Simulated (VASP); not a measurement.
Hf, 2 atoms in the cell. It takes space group P6_3/mmc (No. 194, hexagonal). Conventional cell: a = 3.192 Å, b = 3.192 Å, c = 5.045 Å, α = 90.00°, β = 90.00°, γ = 120.00°. Within 4.1 Å of Hf (site symmetry -6m2) lie 12 Hf at 3.12 to 3.19 Å. 

| Item | Value |
| --- | --- |
| Program | VASP 6.6.1 |
| Task | single point |
| Functional | LDA |
| Potentials or basis | VASP PAW LDA potentials, release 64 (Hf_pv) |
| Cutoff | 500 eV |
| k mesh | 6 × 6 × 4 |
| Occupations | gaussian, width 0.1 eV |
| Spin | no spin polarisation |
| Dipole correction | no |
| Further INCAR settings | ALGO = Normal; EDIFF = 1e-06; NBANDS = 17 |

Potentials or basis: VASP PAW LDA potentials, release 64 (Hf_pv).

Launch:

```console
$ cat potpaw_LDA.64/Hf_pv/POTCAR > POTCAR
$ mpirun -np 1 vasp_std > vasp.out
```

Hardware: 1 thread of Intel(R) Xeon(R) 6975P-C (Granite Rapids) (shared host).

Question: Estimate the wall time of this run.

Answer: It took 5.3 s on 1 thread of Intel(R) Xeon(R) 6975P-C (Granite Rapids), with other jobs on the host, peak memory 0.14 GiB. Counts: scf iterations 12, k points 21.
